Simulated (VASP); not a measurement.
Wanted: the native input for a VASP 6.6.1 run.

```
Task                   : relaxation of cell and atoms
Functional             : PBE
Potentials or basis    : VASP PAW PBE potentials, release 64 (N, Al, V_sv)
Cutoff                 : 600 eV
k mesh                 : 3 × 3 × 2, shifted
Occupations            : gaussian, width 0.1 eV
Spin                   : no spin polarisation
Dipole correction      : no
Further INCAR settings : LREAL = Auto; ALGO = Normal; EDIFF = 1e-06; ISYM = 0; IBRION = 2; EDIFFG = -0.04; NSW = 70; ISIF = 3
```

The structure of Al4VN5 lies in POSCAR:

```
Al4VN5
1.0
    1.8951200000      1.8951200000      3.7902400000
   -1.8951200000     -1.8951200000      3.7902400000
    5.6853600000     -3.7902400000      1.8951200000
N Al V
10 8 2
Direct
    0.9510546504      0.7494483584      0.6002917405
    0.8507832493      0.2472167492      0.7986693208
    0.3606595681      0.7524237456      0.7964245735
    0.7535977399      0.7375007792      0.0000168042
    0.1572962115      0.7474316368      0.1991583642
    0.0548974612      0.2478994752      0.3983978333
    0.5497573997      0.7498231905      0.4082452467
    0.4513481374      0.2516552413      0.5959220029
    0.2462353438      0.2545144351      0.0006239135
    0.6405167477      0.2432752944      0.2046666254
    0.1027136009      0.4947141465      0.8032510386
    0.5911494976      0.0022055501      0.8017255772
    0.9982426413      0.0084609510      0.0002295418
    0.4004189350      0.9994281942      0.2039780881
    0.2948338453      0.5050543115      0.4043518321
    0.8017500540      0.9985205510      0.3987906542
    0.4980397069      0.4990751319      0.0018575896
    0.9079391221      0.4947862492      0.1977202083
    0.1969766177      0.9944422452      0.6070352636
    0.6952059818      0.5048732428      0.6010981662
```

The input as run:

INCAR

```
SYSTEM = Al4VN5
ALGO = Normal
EDIFF = 1E-6
EDIFFG = -0.04
ENCUT = 600
GGA = PE
IBRION = 2
ISIF = 3
ISMEAR = 0
ISYM = 0
LASPH = .True.
LCHARG = .False.
LREAL = Auto
LWAVE = .False.
NELM = 60
NSW = 70
PREC = Accurate
SIGMA = 0.1
```

KPOINTS

```
Automatic mesh
0
Gamma
  3 3 2
  0 0 0.5
```

Potentials or basis: VASP PAW PBE potentials, release 64 (N, Al, V_sv).

Run with:

```console
$ cat potpaw_PBE.64/N/POTCAR potpaw_PBE.64/Al/POTCAR potpaw_PBE.64/V_sv/POTCAR > POTCAR
$ mpirun -np 1 vasp_std > vasp.out
```

Results of the run:

```yaml
Relaxed_volume: 8.54 Å³/atom
Relaxed_cell: a = 4.973 Å, b = 4.973 Å, c = 7.732 Å, α = 83.86°, β = 71.24°, γ = 70.58°
Space_group_after_relaxing_to_0.1_Å: C2/m (No. 12)
Energy_gained_by_relaxing: 486.4 meV/atom
Ionic_steps: 36
Pressure_after_relaxing: 0.2 GPa
Largest_force_after_relaxing: 0.036 eV/Å
Band_gap_on_the_k_mesh: zero (bands 50 and 51 overlap by 0.82 eV)
```

Caveat: the k points lie up to 0.47 Å⁻¹ apart in the final cell, too coarse for converged energies and pressures of a metal; the volume moved by over 15 % at a fixed basis, so the end points are rough; the run has no spin polarisation, though such a crystal can be magnetic.

It took 62 min on 1 thread of AMD EPYC 7R13 Processor (Zen 3), with other jobs on the host, peak memory 0.33 GiB.
